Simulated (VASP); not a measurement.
Al: single point with PBE

Al:

```
Al
1.0
     5.69763    0.00768   -0.09975
     2.92875    0.00853    4.97774
     2.84095   -4.63965   -0.05369
Al
8
Direct
  0.29207 0.91627 0.99998
  0.79205 0.41627 0.00000
  0.70795 0.08373 0.50000
  0.20793 0.58373 0.50002
  0.20795 0.08373 0.50000
  0.70793 0.58373 0.50002
  0.79207 0.91627 0.99998
  0.29205 0.41627 0.00000
```

```json
{
 "Program": "VASP 6.6.1",
 "Task": "single point",
 "Functional": "PBE",
 "Potentials or basis": "VASP PAW PBE potentials, release 64 (Al)",
 "Cutoff": "520 eV",
 "k mesh": "6 × 4 × 6",
 "Occupations": "gaussian, width 0.2 eV",
 "Spin": "no spin polarisation",
 "Dipole correction": "no",
 "Further INCAR settings": "ALGO = Fast; EDIFF = 1e-07; NBANDS = 22"
}
```

| Quantity | Value |
| --- | --- |
| Pressure | 0.0 GPa |
| Band gap on the k mesh | zero (bands 12 and 13 overlap by 4.90 eV) |

Stress tensor (GPa, compression positive):
```
-0.09 -0.02 -0.04
-0.02 -0.01 -0.08
-0.04 -0.08  0.06
```

Levels at points of the mesh, in eV from the Fermi level:
| k point | band 10 | band 11 | band 12 | band 13 | band 14 | band 15 |
| --- | --- | --- | --- | --- | --- | --- |
| (0.00, 0.00, 0.00) | -3.16 | -3.15 | -3.13 | -3.10 | 0.52 | 1.18 |
| (0.50, 0.00, 0.00) | -0.66 | -0.33 | -0.33 | 0.61 | 0.61 | 2.35 |
| (0.00, 0.50, 0.00) | -2.80 | 0.34 | 0.34 | 0.36 | 0.36 | 1.01 |
| (0.50, 0.50, 0.00) | -0.66 | -0.35 | -0.35 | 0.60 | 0.60 | 2.39 |
| (0.00, 0.00, 0.50) | -3.31 | 0.70 | 0.72 | 1.29 | 1.31 | 1.60 |
| (0.50, 0.00, 0.50) | -0.67 | -0.36 | -0.36 | 0.63 | 0.63 | 2.39 |
| (0.00, 0.50, 0.50) | -0.87 | -0.26 | -0.26 | 0.65 | 0.65 | 3.08 |
| (0.50, 0.50, 0.50) | -0.64 | -0.37 | -0.37 | 0.65 | 0.65 | 2.36 |

Run time: 5.8 min on 1 thread of Intel(R) Xeon(R) 6975P-C (Granite Rapids), with other jobs on the host, peak memory 0.34 GiB.
